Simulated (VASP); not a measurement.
# Al in VASP: notebook

The runs below take Al through single point, relaxation of the atoms, with LDA.

Everything below comes from runs of VASP 6.6.1. Logs are shortened: lines on timing, memory, paths and dates and some standing lists are left out, and cuts for length are marked.

## Step 1: The cell of the first run

The cell holds a slab with vacuum, 5 atoms: a = 2.817 Å, b = 2.817 Å, c = 24.200 Å, α = 90.00°, β = 90.00°, γ = 120.00°.

## Step 2: Single point, LDA

File INCAR:

```
PREC = Accurate ; ENCUT = 520
EDIFF = 1E-6 ; ISMEAR = 0
SIGMA = 0.1 ; LREAL = F
LASPH = T ; NELM = 100
ALGO = Normal ; ISIF = 2
LWAVE = F ; LCHARG = T
LDIPOL = T ; IDIPOL = 3
DIPOL = 0.5 0.5 0.500 ; LELF = T
LVHAR = T ; LVACPOTAV = T
NBANDS = 16
```

File KPOINTS:

```
Automatic mesh
0
Gamma
  12 12 1
```

File POSCAR:

```
Al
1.0
    2.8168395449      0.0000000000      0.0000000000
   -1.4084197725      2.4394546043      0.0000000000
    0.0000000000      0.0000000000     24.1997594299
Al
5
Direct
    0.6666666667      0.3333333333      0.3099204363
    0.3333333333      0.6666666667      0.4049602181
    0.0000000000      0.0000000000      0.5000000000
    0.6666666667      0.3333333333      0.5950397819
    0.3333333333      0.6666666667      0.6900795637
```

Potentials or basis: VASP PAW LDA potentials, release 64 (Al).

The run is started by

```
$ cat potpaw_LDA.64/Al/POTCAR > POTCAR
$ mpirun -np 1 vasp_std > vasp.out
```

OUTCAR:

```text
PREC = Accurate
   ENCUT = 520
   EDIFF = 1E-6
   ISMEAR = 0
   LREAL = F
   LASPH = T
   NELM = 100
   ISIF = 2

 ion  position               nearest neighbor table
   1  0.667  0.333  0.310-   2 2.82   2 2.82   2 2.82
   2  0.333  0.667  0.405-   1 2.82   1 2.82   1 2.82   3 2.82   3 2.82   3 2.82
   3  0.000  0.000  0.500-   2 2.82   4 2.82   4 2.82   2 2.82   4 2.82   2 2.82
   4  0.667  0.333  0.595-   5 2.82   5 2.82   5 2.82   3 2.82   3 2.82   3 2.82
   5  0.333  0.667  0.690-   4 2.82   4 2.82   4 2.82

  LATTYP: Found a hexagonal cell.
 ALAT       =     2.8168395449
 C/A-ratio  =     8.5911032716

  Lattice vectors:

 A1 = (   2.8168395449,   0.0000000000,   0.0000000000)
 A2 = (  -1.4084197725,   2.4394546043,   0.0000000000)
 A3 = (   0.0000000000,   0.0000000000,  24.1997594299)

Analysis of symmetry for initial positions (statically):
=====================================================================
 Subroutine PRICEL returns:
 Original cell was already a primitive cell.

 Routine SETGRP: Setting up the symmetry group for a
 hexagonal supercell.

 Subroutine GETGRP returns: Found 12 space group operations
 (whereof 12 operations were pure point group operations)
 out of a pool of 24 trial point group operations.

The static configuration has the point symmetry D_3d.

Analysis of symmetry for dynamics (positions and initial velocities):
=====================================================================
 Subroutine PRICEL returns:
 Original cell was already a primitive cell.

 Routine SETGRP: Setting up the symmetry group for a
 hexagonal supercell.

 Subroutine GETGRP returns: Found 12 space group operations
 (whereof 12 operations were pure point group operations)
 out of a pool of 24 trial point group operations.

The dynamic configuration has the point symmetry D_3d.

 Subroutine INISYM returns: Found 12 space group operations
 (whereof 12 operations are pure point group operations),
 and found     1 'primitive' translations

----------------------------------------------------------------------------------------

                                     Primitive cell

  volume of cell :     166.2899

  direct lattice vectors                    reciprocal lattice vectors
     2.816839545  0.000000000  0.000000000     0.355007797  0.204963847  0.000000000
    -1.408419773  2.439454604  0.000000000     0.000000000  0.409927694  0.000000000
     0.000000000  0.000000000 24.199759430     0.000000000  0.000000000  0.041322725

  length of vectors
     2.816839545  2.816839545 24.199759430     0.409927694  0.409927694  0.041322725

  position of ions in fractional coordinates (direct lattice)
     0.666666667  0.333333333  0.309920436
     0.333333333  0.666666667  0.404960218
     0.000000000  0.000000000  0.500000000
     0.666666667  0.333333333  0.595039782
     0.333333333  0.666666667  0.690079564

  ion indices of the primitive-cell ions
   primitive index   ion index
                 1           1
                 2           2
                 3           3
                 4           4
                 5           5

----------------------------------------------------------------------------------------

 KPOINTS: Automatic mesh

Automatic generation of k-mesh.
 Grid dimensions read from file:
 generate k-points for:   12   12    1

 Generating k-lattice:

  Cartesian coordinates                     Fractional coordinates (reciprocal lattice)
     0.029583983  0.017080321  0.000000000     0.083333333 -0.000000000  0.000000000
     0.000000000  0.034160641  0.000000000     0.000000000  0.083333333  0.000000000
     0.000000000  0.000000000  0.041322725     0.000000000  0.000000000  1.000000000

  Length of vectors
     0.034160641  0.034160641  0.041322725

  Shift w.r.t. Gamma in fractional coordinates (k-lattice)
     0.000000000  0.000000000  0.000000000

 Subroutine IBZKPT returns following result:
 ===========================================

 Found     19 irreducible k-points:

 Following reciprocal coordinates:
            Coordinates               Weight
  0.000000  0.000000  0.000000      1.000000
  0.083333  0.000000  0.000000      6.000000
  0.166667  0.000000  0.000000      6.000000
  0.250000  0.000000  0.000000      6.000000
  0.333333  0.000000  0.000000      6.000000
  0.416667  0.000000  0.000000      6.000000
[... 11 lines left out ...]
  0.333333  0.250000  0.000000     12.000000
  0.333333  0.333333  0.000000      2.000000
   k-points           NKPTS =     19   k-points in BZ     NKDIM =     19   number of bands    NBANDS=     16
   number of dos      NEDOS =    301   number of ions     NIONS =      5
   total plane-waves  NPLWV = 103680
   dimension x,y,z NGX =    24 NGY =   24 NGZ =  180
   dimension x,y,z NGXF=    48 NGYF=   48 NGZF=  360
   ions per type =               5
   NGX,Y,Z   is equivalent  to a cutoff of  14.16, 14.16, 12.37 a.u.
   NGXF,Y,Z  is equivalent  to a cutoff of  28.33, 28.33, 24.73 a.u.
 SYSTEM =  unknown system
   PREC   = accura    normal or accurate (medium, high low for compatibility)
   ISTART =      0    job   : 0-new  1-cont  2-samecut
   ICHARG =      2    charge: 1-file 2-atom 10-const
   ISPIN  =      1    spin polarized calculation?
   LNONCOLLINEAR =      F non collinear calculations
   LSORBIT =      F    spin-orbit coupling
   LASPH  =      T    aspherical Exc in radial PAW
   ENCUT  =  520.0 eV  38.22 Ry    6.18 a.u.   5.24  5.24 45.00*2*pi/ulx,y,z
   NELM   =    100;   NELMIN=  2; NELMDL= -5     # of ELM steps
   EDIFF  = 0.1E-05   stopping-criterion for ELM
   LREAL  =      F    real-space projection
   EDIFFG = 0.1E-04   stopping-criterion for IOM
   NSW    =      0    number of steps for IOM
   IBRION =     -1    ionic relax: 0-MD 1-quasi-New 2-CG
   NFREE  =      0    steps in history (QN), initial steepest desc. (CG)
   ISIF   =      2    stress and relaxation
   ISYM   =      2    0-nonsym 1-usesym 2-fastsym
   POTIM  = 0.5000    time-step for ionic-motion
   TEBEG  =    0.0;   TEEND  =   0.0 temperature during run
   PSTRESS=    0.0 pullay stress
   NELECT =      15.0000    total number of electrons
   NUPDOWN=      -1.0000    fix difference up-down
   EMIN   =  10.00;   EMAX   =-10.00  energy-range for DOS
   EFERMI =   0.00;   METHOD = LEGACY
   ISMEAR =     0;   SIGMA  =   0.10  broadening in eV -4-tet -1-fermi 0-gaus
   EFERMI_NEDOS =   21; number of points for ismear=-14 and -15
   IALGO  =     38    algorithm
   IMIX   =      4    mixing-type and parameters
     AMIX     =   0.40;   BMIX     =  1.00
     AMIX_MAG =   1.60;   BMIX_MAG =  1.00
  volume/ion in A,a.u.               =      33.26       224.44
  Fermi-wavevector in a.u.,A,eV,Ry     =   0.734204  1.387444  7.334291  0.539055
  Thomas-Fermi vector in A             =   1.827100
   LORBIT       =      0    0 simple, 1 ext, 2 COOP (PROOUT), +10 PAW based schemes
   GGA     = CA    functional components
   LHFCALC =     F    Hartree Fock is set to
   AEXX    =    0.0000 exact exchange contribution
   IVDW    =     0    specifies the selected vdW correction
   LEPSILON=     F    determine dielectric tensor
   LRPA    =     F    only Hartree local field effects (RPA)
 non-spin polarized calculation
 Gauss-broadening in eV      SIGMA  =   0.10
  energy-cutoff  :      520.00
  volume of cell :      166.29
 maximum number of plane-waves:      4512
 NGX is ok and might be reduce to    24
   NGX = 11   NGY = 11   NGZ = 89

 dipolmoment           0.000000      0.000000      0.000000 electrons x Angstroem

 number of electron      15.0000000 magnetization

 dipolmoment           0.000000      0.000000     -0.000000 electrons x Angstroem

 Free energy of the ion-electron system (eV)
  ---------------------------------------------------
  ext. energy  EPLUGINS =         0.00000000
  ---------------------------------------------------
  free energy    TOTEN  =       -20.13742524 eV

  energy without entropy =      -20.12787970  energy(sigma->0) =      -20.13265247

 E-fermi :   1.7100     XC(G=0):  -5.8021

 val. band max:        1.6837624386   @ k =   0.2500   0.1667   0.0000
 cond. band min:       1.7764031547   @ k =   0.3333   0.2500   0.0000
 fundamental gap:      0.0926407161
 Fermi energy:         1.7100366943

 k-point     1 :       0.0000    0.0000    0.0000
  band No.  band energies     occupation
      1      -9.4313      2.00000
      2      -8.7323      2.00000
      3      -7.5829      2.00000
      4      -6.0043      2.00000
      5      -4.0312      2.00000
      6      -1.9753      2.00000
[... 8 lines left out ...]
     15      10.6433      0.00000
     16      12.8967      0.00000

 k-point     2 :       0.0833    0.0000    0.0000
  band No.  band energies     occupation
      1      -9.2594      2.00000
      2      -8.5611      2.00000
      3      -7.4128      2.00000
      4      -5.8355      2.00000
      5      -3.8626      2.00000
      6      -1.8145      2.00000
[... 8 lines left out ...]
     15      10.5300      0.00000
     16      10.7612      0.00000

 k-point     3 :       0.1667    0.0000    0.0000
  band No.  band energies     occupation
      1      -8.7448      2.00000
      2      -8.0487      2.00000
      3      -6.9039      2.00000
      4      -5.3307      2.00000
      5      -3.3592      2.00000
      6      -1.3330      2.00000
[... 8 lines left out ...]
     15       8.6092      0.00000
     16       8.8042      0.00000
[... 267 lines left out ...]
 k-point    18 :       0.3333    0.2500    0.0000
  band No.  band energies     occupation
      1      -3.2161      2.00000
      2      -2.5520      2.00000
      3      -1.4895      2.00000
      4      -1.2599      2.00000
      5      -0.6512      2.00000
      6      -0.0951      2.00000
[... 8 lines left out ...]
     15       4.3551      0.00000
     16       5.8846      0.00000

 k-point    19 :       0.3333    0.3333    0.0000
  band No.  band energies     occupation
      1      -1.4582      2.00000
      2      -1.4582      2.00000
      3      -1.3937      2.00000
      4      -0.8622      2.00000
      5      -0.7523      2.00000
      6      -0.7523      2.00000
[... 8 lines left out ...]
     15       4.0934      0.00000
     16       5.6780      0.00000

------------------------ aborting loop because EDIFF is reached ----------------------------------------

  FORCE on cell =-STRESS in cart. coord.  units (eV):
  Direction    XX          YY          ZZ          XY          YZ          ZX
  --------------------------------------------------------------------------------------
  -------------------------------------------------------------------------------------
  Total       -1.5877452     -1.5877452      0.6874274      0.0000000      0.0000000     -0.0000000
  in kB      -15.2976772    -15.2976772      6.6232561      0.0000000      0.0000000     -0.0000000
  external PRESSURE =      -7.9906995 kB  Pullay stress =       0.0000000 kB

 VOLUME and BASIS-vectors are now :
 -----------------------------------------------------------------------------
  energy-cutoff  :      520.00
  volume of cell :      166.29
      direct lattice vectors                 reciprocal lattice vectors
     2.816839545  0.000000000  0.000000000     0.355007797  0.204963847  0.000000000
    -1.408419773  2.439454604  0.000000000     0.000000000  0.409927694  0.000000000
     0.000000000  0.000000000 24.199759430     0.000000000  0.000000000  0.041322725

 POSITION                                       TOTAL-FORCE (eV/Angst)
 -----------------------------------------------------------------------------------
      1.40842      0.81315      7.50000        -0.000000     -0.000000     -0.116962
     -0.00000      1.62630      9.79994         0.000000      0.000000      0.083845
      0.00000      0.00000     12.09988         0.000000     -0.000000     -0.000000
      1.40842      0.81315     14.39982        -0.000000      0.000000     -0.083845
     -0.00000      1.62630     16.69976        -0.000000     -0.000000      0.116962
 -----------------------------------------------------------------------------------
    total drift:                               -0.000000      0.000000     -0.000000

  FREE ENERGIE OF THE ION-ELECTRON SYSTEM (eV)
  ---------------------------------------------------
  free  energy   TOTEN  =       -20.1374252431 eV

  energy  without entropy=      -20.1278797012  energy(sigma->0) =      -20.13265247

 vacuum level on the upper side and lower side of the slab         6.037         6.037
```

Wall time 3.9 min (1 thread of AMD EPYC 7R13 (Zen 3), shared host); peak memory 0.21 GiB.

Results:

- Free energy: -20.1374 eV
- Largest force: 0.117 eV/Å

Forces in eV/Å, atoms in the order of the input:
```
Al   0.000  0.000 -0.117
Al   0.000  0.000  0.084
Al   0.000  0.000  0.000
Al   0.000  0.000 -0.084
Al   0.000  0.000  0.117
```

Levels at points of the mesh, in eV from the Fermi level:
| k point | band 5 | band 6 | band 7 | band 8 | band 9 | band 10 |
| --- | --- | --- | --- | --- | --- | --- |
| (0.00, 0.00, 0.00) | -5.74 | -3.69 | -1.21 | 1.19 | 3.05 | 4.19 |
| (0.50, 0.00, 0.00) | -3.49 | -3.20 | -1.90 | -1.42 | 0.25 | 0.30 |

## Step 3: Single point, LDA

File INCAR:

```
SYSTEM = Al
  ALGO = Normal
  DIPOL = 0.5 0.5 0.500
  EDIFF = 1E-6
  ENCUT = 520
  GGA = CA
  IDIPOL = 3
  ISIF = 2
  ISMEAR = 0
  LASPH = .True.
  LCHARG = .False.
  LDIPOL = .True.
  LREAL = .False.
  LWAVE = .False.
  NBANDS = 16
  NELM = 100
  PREC = Accurate
  SIGMA = 0.1
```

File KPOINTS:

```
k-points
0
Gamma
  12 12 1
  0 0 0
```

File POSCAR:

```
Al
1.0
    2.8168395449      0.0000000000      0.0000000000
   -1.4084197725      2.4394546043      0.0000000000
    0.0000000000      0.0000000000     24.1997594299
Al
5
Direct
    0.6666666667      0.3333333333      0.3082027827
    0.3333333333      0.6666666667      0.4046421080
    0.0000000000      0.0000000000      0.4999999985
    0.6666666667      0.3333333333      0.5953578828
    0.3333333333      0.6666666667      0.6917972281
```

Potentials or basis: VASP PAW LDA potentials, release 64 (Al).

The run is started by

```
$ cat potpaw_LDA.64/Al/POTCAR > POTCAR
$ mpirun -np 1 vasp_std > vasp.out
```

It took 3.3 min on 1 thread of AMD EPYC 7R13 (Zen 3), shared host; peak memory 0.2 GiB.

It converged, with:

```yaml
Free_energy: -20.1418 eV
Largest_force: 0.004 eV/Å
```

Forces on the atoms (eV/Å):
```
Al   0.000  0.000 -0.004
Al   0.000  0.000  0.000
Al   0.000  0.000  0.000
Al   0.000  0.000  0.000
Al   0.000  0.000  0.004
```

Levels at points of the mesh, in eV from the Fermi level:
| k point | band 5 | band 6 | band 7 | band 8 | band 9 | band 10 |
| --- | --- | --- | --- | --- | --- | --- |
| (0.00, 0.00, 0.00) | -5.80 | -3.73 | -1.29 | 1.08 | 2.97 | 4.13 |
| (0.50, 0.00, 0.00) | -3.46 | -3.19 | -1.93 | -1.45 | 0.19 | 0.25 |

(Continued in part 2 of 2.)
